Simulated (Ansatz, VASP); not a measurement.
**C: VASP beside Ansatz**

```
C
1.0
     0.00000    2.01036    2.01036
     2.01036    0.00000    2.01036
     2.01036    2.01036    0.00000
C
2
Direct
  0.85250 0.88250 0.88250
  0.14750 0.11750 0.11750
```

Change from the starting cell: shortest bond scaled by 0.94, LAPW.

Alike in both runs: task single point; functional PBE; k mesh 13 × 13 × 13; occupations fermi-dirac, width 0.05 eV; no spin polarisation.

```csv
,VASP,Ansatz
version,VASP 6.6.1,Ansatz 0.2.0
potentials or method,"VASP PAW PBE potentials, release 64 (C), cutoff 520 eV","all-electron LAPW, scalar-relativistic"
```

```csv
,VASP,Ansatz,Ansatz less VASP
gap on the k mesh at the Fermi level (eV),2.52,2.52,+0.005
pressure (GPa),-75.6,-75.8,-0.20
"traceless stress, the component that is largest in VASP (GPa)",5.37,5.41,+0.041
rms of the force components (eV/Å),1.209,1.206,-0.0029
```

Atom by atom the forces differ by 0.003 eV/Å (rms over components). Both programs put the cell under strong tension, so it lies far from rest at this level. Ansatz ran all-electron here, and VASP with PAW potentials.

Noted on VASP's run: the cell as given lies far from equilibrium.
